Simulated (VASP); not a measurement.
# KF (Carobbiite) (Fm-3m) in VASP: a series of runs

KF (Carobbiite) is run at these levels: PBE; tasks: single point.

Everything below comes from runs of VASP 6.6.1. Logs are shortened: lines on timing, memory, paths and dates and some standing lists are left out, and cuts for length are marked.

## (1) The cell of the first run

The structure is cubic, space group Fm-3m (No. 225). Conventional cell: a = 5.235 Å, b = 5.235 Å, c = 5.235 Å, α = 90.00°, β = 90.00°, γ = 90.00°. K (site symmetry m-3m) has 6 F at 2.62 Å within 3.5 Å. Within 3.5 Å of F (site symmetry m-3m) lie 6 K at 2.62 Å.

## (2) Single point, PBE

INCAR

```
PREC     = Accurate       # precision mode
ENCUT    = 600            # plane-wave cutoff, eV
EDIFF    = 1E-6           # SCF threshold, eV
ISMEAR   = 0              # smearing method
SIGMA    = 0.01           # smearing width, eV
LREAL    = F              # projectors in reciprocal space
LASPH    = T              # aspherical terms in the spheres
NELM     = 120            # most SCF steps
ALGO     = Normal         # electronic algorithm
ISIF     = 2              # what is computed and relaxed
LWAVE    = F              # write WAVECAR
LCHARG   = F              # write CHGCAR
GGA      = PE             # functional
NBANDS   = 15             # bands
GGA_COMPAT= F
```

KPOINTS

```
Automatic mesh
0
Gamma
  6 6 6
```

POSCAR

```
KF
1.0
    0.0000000000      2.6173071446      2.6173071446
    2.6173071446      0.0000000000      2.6173071446
    2.6173071446      2.6173071446      0.0000000000
K F
1 1
Direct
    0.0000000000      0.0000000000      0.0000000000
    0.5000000000      0.5000000000      0.5000000000
```

Potentials or basis: VASP PAW PBE potentials, release 64 (K_sv, F).

Run with:

```bash
$ cat potpaw_PBE.64/K_sv/POTCAR potpaw_PBE.64/F/POTCAR > POTCAR
$ mpirun -np 1 vasp_std > vasp.out
```

OUTCAR:

```text
PREC = Accurate
   ENCUT = 600
   EDIFF = 1E-6
   ISMEAR = 0
   LREAL = F
   LASPH = T
   NELM = 120
   ISIF = 2
   GGA = PE

 ion  position               nearest neighbor table
   1  0.000  0.000  0.000-   2 2.62   2 2.62   2 2.62   2 2.62   2 2.62   2 2.62
   2  0.500  0.500  0.500-   1 2.62   1 2.62   1 2.62   1 2.62   1 2.62   1 2.62

  LATTYP: Found a face centered cubic cell.
 ALAT       =     5.2346142892

  Lattice vectors:

 A1 = (   0.0000000000,   2.6173071446,   2.6173071446)
 A2 = (   2.6173071446,   0.0000000000,   2.6173071446)
 A3 = (   2.6173071446,   2.6173071446,   0.0000000000)

Analysis of symmetry for initial positions (statically):
=====================================================================
 Subroutine PRICEL returns:
 Original cell was already a primitive cell.

 Routine SETGRP: Setting up the symmetry group for a
 face centered cubic supercell.

 Subroutine GETGRP returns: Found 48 space group operations
 (whereof 48 operations were pure point group operations)
 out of a pool of 48 trial point group operations.

The static configuration has the point symmetry O_h .

Analysis of symmetry for dynamics (positions and initial velocities):
=====================================================================
 Subroutine PRICEL returns:
 Original cell was already a primitive cell.

 Routine SETGRP: Setting up the symmetry group for a
 face centered cubic supercell.

 Subroutine GETGRP returns: Found 48 space group operations
 (whereof 48 operations were pure point group operations)
 out of a pool of 48 trial point group operations.

The dynamic configuration has the point symmetry O_h .

 Subroutine INISYM returns: Found 48 space group operations
 (whereof 48 operations are pure point group operations),
 and found     1 'primitive' translations

----------------------------------------------------------------------------------------

                                     Primitive cell

  volume of cell :      35.8587

  direct lattice vectors                    reciprocal lattice vectors
     0.000000000  2.617307145  2.617307145    -0.191036043  0.191036043  0.191036043
     2.617307145  0.000000000  2.617307145     0.191036043 -0.191036043  0.191036043
     2.617307145  2.617307145  0.000000000     0.191036043  0.191036043 -0.191036043

  length of vectors
     3.701431261  3.701431261  3.701431261     0.330884132  0.330884132  0.330884132

  position of ions in fractional coordinates (direct lattice)
     0.000000000  0.000000000  0.000000000
     0.500000000  0.500000000  0.500000000

  ion indices of the primitive-cell ions
   primitive index   ion index
                 1           1
                 2           2

----------------------------------------------------------------------------------------

 KPOINTS: Automatic mesh

Automatic generation of k-mesh.
 Grid dimensions read from file:
 generate k-points for:    6    6    6

 Generating k-lattice:

  Cartesian coordinates                     Fractional coordinates (reciprocal lattice)
    -0.031839340  0.031839340  0.031839340     0.166666667  0.000000000  0.000000000
     0.031839340 -0.031839340  0.031839340     0.000000000  0.166666667  0.000000000
     0.031839340  0.031839340 -0.031839340     0.000000000  0.000000000  0.166666667

  Length of vectors
     0.055147355  0.055147355  0.055147355

  Shift w.r.t. Gamma in fractional coordinates (k-lattice)
     0.000000000  0.000000000  0.000000000

 Subroutine IBZKPT returns following result:
 ===========================================

 Found     16 irreducible k-points:

 Following reciprocal coordinates:
            Coordinates               Weight
  0.000000  0.000000  0.000000      1.000000
  0.166667  0.000000  0.000000      8.000000
  0.333333  0.000000  0.000000      8.000000
  0.500000  0.000000  0.000000      4.000000
  0.166667  0.166667  0.000000      6.000000
  0.333333  0.166667  0.000000     24.000000
[... 8 lines left out ...]
 -0.333333  0.333333  0.166667     24.000000
 -0.333333  0.500000  0.166667     12.000000
   k-points           NKPTS =     16   k-points in BZ     NKDIM =     16   number of bands    NBANDS=     15
   number of dos      NEDOS =    301   number of ions     NIONS =      2
   total plane-waves  NPLWV =  27000
   dimension x,y,z NGX =    30 NGY =   30 NGZ =   30
   dimension x,y,z NGXF=    60 NGYF=   60 NGZF=   60
   ions per type =               1   1
   NGX,Y,Z   is equivalent  to a cutoff of  13.47, 13.47, 13.47 a.u.
   NGXF,Y,Z  is equivalent  to a cutoff of  26.95, 26.95, 26.95 a.u.
 SYSTEM =  unknown system
   PREC   = accura    normal or accurate (medium, high low for compatibility)
   ISTART =      0    job   : 0-new  1-cont  2-samecut
   ICHARG =      2    charge: 1-file 2-atom 10-const
   ISPIN  =      1    spin polarized calculation?
   LNONCOLLINEAR =      F non collinear calculations
   LSORBIT =      F    spin-orbit coupling
   LASPH  =      T    aspherical Exc in radial PAW
   ENCUT  =  600.0 eV  44.10 Ry    6.64 a.u.   7.39  7.39  7.39*2*pi/ulx,y,z
   NELM   =    120;   NELMIN=  2; NELMDL= -5     # of ELM steps
   EDIFF  = 0.1E-05   stopping-criterion for ELM
   LREAL  =      F    real-space projection
   EDIFFG = 0.1E-04   stopping-criterion for IOM
   NSW    =      0    number of steps for IOM
   IBRION =     -1    ionic relax: 0-MD 1-quasi-New 2-CG
   NFREE  =      0    steps in history (QN), initial steepest desc. (CG)
   ISIF   =      2    stress and relaxation
   ISYM   =      2    0-nonsym 1-usesym 2-fastsym
   POTIM  = 0.5000    time-step for ionic-motion
   TEBEG  =    0.0;   TEEND  =   0.0 temperature during run
   PSTRESS=    0.0 pullay stress
   NELECT =      16.0000    total number of electrons
   NUPDOWN=      -1.0000    fix difference up-down
   EMIN   =  10.00;   EMAX   =-10.00  energy-range for DOS
   EFERMI =   0.00;   METHOD = LEGACY
   ISMEAR =     0;   SIGMA  =   0.01  broadening in eV -4-tet -1-fermi 0-gaus
   EFERMI_NEDOS =   21; number of points for ismear=-14 and -15
   IALGO  =     38    algorithm
   IMIX   =      4    mixing-type and parameters
     AMIX     =   0.40;   BMIX     =  1.00
     AMIX_MAG =   1.60;   BMIX_MAG =  1.00
  volume/ion in A,a.u.               =      17.93       120.99
  Fermi-wavevector in a.u.,A,eV,Ry     =   1.250979  2.364008 21.292428  1.564949
  Thomas-Fermi vector in A             =   2.384948
   LORBIT       =      0    0 simple, 1 ext, 2 COOP (PROOUT), +10 PAW based schemes
   GGA     = PE    functional components
   LHFCALC =     F    Hartree Fock is set to
   AEXX    =    0.0000 exact exchange contribution
   IVDW    =     0    specifies the selected vdW correction
   LEPSILON=     F    determine dielectric tensor
   LRPA    =     F    only Hartree local field effects (RPA)
 non-spin polarized calculation
 Gauss-broadening in eV      SIGMA  =   0.01
  energy-cutoff  :      600.00
  volume of cell :       35.86
 maximum number of plane-waves:      1243
 NGX is ok and might be reduce to    30
   NGX = 15   NGY = 15   NGZ = 15

 number of electron      16.0000009 magnetization

 Free energy of the ion-electron system (eV)
  ---------------------------------------------------
  ext. energy  EPLUGINS =         0.00000000
  ---------------------------------------------------
  free energy    TOTEN  =        -8.25122317 eV

  energy without entropy =       -8.25122317  energy(sigma->0) =       -8.25122317

 E-fermi :  -2.5173     XC(G=0):  -8.6886

 val. band max:       -2.6313970976   @ k =   0.0000   0.0000   0.0000
 cond. band min:       3.8725294962   @ k =   0.0000   0.0000   0.0000
 fundamental gap:      6.5039265938
 Fermi energy:        -2.5172605701

 k-point     1 :       0.0000    0.0000    0.0000
  band No.  band energies     occupation
      1     -28.6032      2.00000
      2     -21.3213      2.00000
      3     -11.8030      2.00000
      4     -11.8030      2.00000
      5     -11.8030      2.00000
      6      -2.6314      2.00000
      7      -2.6314      2.00000
      8      -2.6314      2.00000
      9       3.8725      0.00000
     10       8.2183      0.00000
     11       8.2183      0.00000
     12       8.2183      0.00000
     13       9.9751      0.00000
     14       9.9751      0.00000
     15      14.7204      0.00000

 k-point     2 :       0.1667    0.0000    0.0000
  band No.  band energies     occupation
      1     -28.5719      2.00000
      2     -21.3519      2.00000
      3     -11.8817      2.00000
      4     -11.8132      2.00000
      5     -11.8132      2.00000
      6      -2.8843      2.00000
      7      -2.7353      2.00000
      8      -2.7353      2.00000
      9       4.6541      0.00000
     10       7.8380      0.00000
     11       8.6041      0.00000
     12       8.6041      0.00000
     13      10.2656      0.00000
     14      10.2656      0.00000
     15      16.0060      0.00000

 k-point     3 :       0.3333    0.0000    0.0000
  band No.  band energies     occupation
      1     -28.5083      2.00000
      2     -21.4145      2.00000
      3     -12.0367      2.00000
      4     -11.8331      2.00000
      5     -11.8331      2.00000
      6      -3.3088      2.00000
      7      -2.9356      2.00000
      8      -2.9356      2.00000
      9       6.2108      0.00000
     10       7.7303      0.00000
     11       9.3878      0.00000
     12       9.3878      0.00000
     13      11.1649      0.00000
     14      11.1649      0.00000
     15      15.8466      0.00000
[... 199 lines left out ...]
 k-point    15 :      -0.3333    0.3333    0.1667
  band No.  band energies     occupation
      1     -28.4532      2.00000
      2     -21.4026      2.00000
      3     -12.2239      2.00000
      4     -12.1701      2.00000
      5     -11.8942      2.00000
      6      -3.1525      2.00000
      7      -2.8665      2.00000
      8      -2.8380      2.00000
      9       7.1666      0.00000
     10       7.5211      0.00000
     11       9.1671      0.00000
     12      10.9329      0.00000
     13      11.5963      0.00000
     14      13.0092      0.00000
     15      13.4498      0.00000

 k-point    16 :      -0.3333    0.5000    0.1667
  band No.  band energies     occupation
      1     -28.4466      2.00000
      2     -21.3796      2.00000
      3     -12.3770      2.00000
      4     -12.1665      2.00000
      5     -11.9391      2.00000
      6      -2.9832      2.00000
      7      -2.7971      2.00000
      8      -2.7335      2.00000
      9       6.4368      0.00000
     10       8.3075      0.00000
     11       8.6716      0.00000
     12      11.3000      0.00000
     13      11.9945      0.00000
     14      13.0985      0.00000
     15      13.2502      0.00000

------------------------ aborting loop because EDIFF is reached ----------------------------------------

  FORCE on cell =-STRESS in cart. coord.  units (eV):
  Direction    XX          YY          ZZ          XY          YZ          ZX
  --------------------------------------------------------------------------------------
  -------------------------------------------------------------------------------------
  Total        0.8910494      0.8910494      0.8910494      0.0000000      0.0000000      0.0000000
  in kB       39.8123923     39.8123923     39.8123923      0.0000000      0.0000000      0.0000000
  external PRESSURE =      39.8123923 kB  Pullay stress =       0.0000000 kB

 VOLUME and BASIS-vectors are now :
 -----------------------------------------------------------------------------
  energy-cutoff  :      600.00
  volume of cell :       35.86
      direct lattice vectors                 reciprocal lattice vectors
     0.000000000  2.617307145  2.617307145    -0.191036043  0.191036043  0.191036043
     2.617307145  0.000000000  2.617307145     0.191036043 -0.191036043  0.191036043
     2.617307145  2.617307145  0.000000000     0.191036043  0.191036043 -0.191036043

 POSITION                                       TOTAL-FORCE (eV/Angst)
 -----------------------------------------------------------------------------------
      0.00000      0.00000      0.00000        -0.000000      0.000000      0.000000
      2.61731      2.61731      2.61731         0.000000     -0.000000     -0.000000
 -----------------------------------------------------------------------------------
    total drift:                                0.000000      0.000000      0.000000

  FREE ENERGIE OF THE ION-ELECTRON SYSTEM (eV)
  ---------------------------------------------------
  free  energy   TOTEN  =        -8.2512231724 eV

  energy  without entropy=       -8.2512231724  energy(sigma->0) =       -8.25122317
```

Run time: 11 s. Hardware: 1 thread of AMD EPYC 7R13 (Zen 3), shared host; peak memory 0.14 GiB.

What came out:

```yaml
Free_energy: -8.2512 eV
Pressure: 4.0 GPa
Band_gap_on_the_k_mesh: 6.50 eV, direct
```

Levels at points of the mesh, in eV from the valence-band top:
| k point | band 4 | band 5 | band 6 | band 7 | band 8 | band 9 | band 10 | band 11 | band 12 | band 13 |
| --- | --- | --- | --- | --- | --- | --- | --- | --- | --- | --- |
| (0.00, 0.00, 0.00) | -9.17 | -9.17 | 0.00 | 0.00 | 0.00 | 6.50 | 10.85 | 10.85 | 10.85 | 12.61 |
| (0.50, 0.00, 0.00) | -9.21 | -9.21 | -0.86 | -0.40 | -0.40 | 9.33 | 11.08 | 12.37 | 12.37 | 14.72 |
| (0.50, 0.50, 0.00) | -9.43 | -9.43 | -0.18 | -0.04 | -0.04 | 8.25 | 10.66 | 12.32 | 13.95 | 14.62 |

## (3) Single point, PBE

This run uses another cell than the first one, of 18.50 Å³/atom, 1.032 times its volume.

INCAR

```
SYSTEM = KF
PREC = Accurate ; ENCUT = 600
EDIFF = 1E-6 ; ISMEAR = 0
SIGMA = 0.01 ; LREAL = .FALSE.
LASPH = .TRUE. ; NELM = 120
ALGO = Normal ; ISIF = 2
LWAVE = .FALSE. ; LCHARG = .FALSE.
GGA = PE ; NBANDS = 15
GGA_COMPAT = .FALSE.
```

KPOINTS

```
Automatic mesh
0
G
  6 6 6
  0 0 0
```

POSCAR

```
KF
1.0
    0.0000000000      2.6448597708      2.6448597708
    2.6448597708      0.0000000000      2.6448597708
    2.6448597708      2.6448597708      0.0000000000
K F
1 1
Direct
    0.0000000000      0.0000000000      0.0000000000
    0.5000000000      0.5000000000      0.5000000000
```

Potentials or basis: VASP PAW PBE potentials, release 64 (K_sv, F).

Run with:

```bash
$ cat potpaw_PBE.64/K_sv/POTCAR potpaw_PBE.64/F/POTCAR > POTCAR
$ mpirun -np 1 vasp_std > vasp.out
```

It took 11 s on 1 thread of AMD EPYC 7R13 (Zen 3), shared host; peak memory 0.14 GiB.

The run converged. Its results:

```
Free energy            : -8.2762 eV
Pressure               : 2.6 GPa
Band gap on the k mesh : 6.33 eV, direct
```

Levels at points of the mesh, in eV from the valence-band top:
```tsv
k point	band 5	band 6	band 7	band 8	band 9	band 10	band 11	band 12
(0.00, 0.00, 0.00)	-9.28	0.00	0.00	0.00	6.33	10.77	10.77	10.77
(0.50, 0.00, 0.00)	-9.32	-0.83	-0.37	-0.37	9.20	10.84	12.22	12.22
(0.50, 0.50, 0.00)	-9.51	-0.20	-0.05	-0.05	8.23	10.48	12.06	13.78
```

PBE gaps usually lie below the measured ones, often by a third to a half.

(Continued in part 2 of 3.)
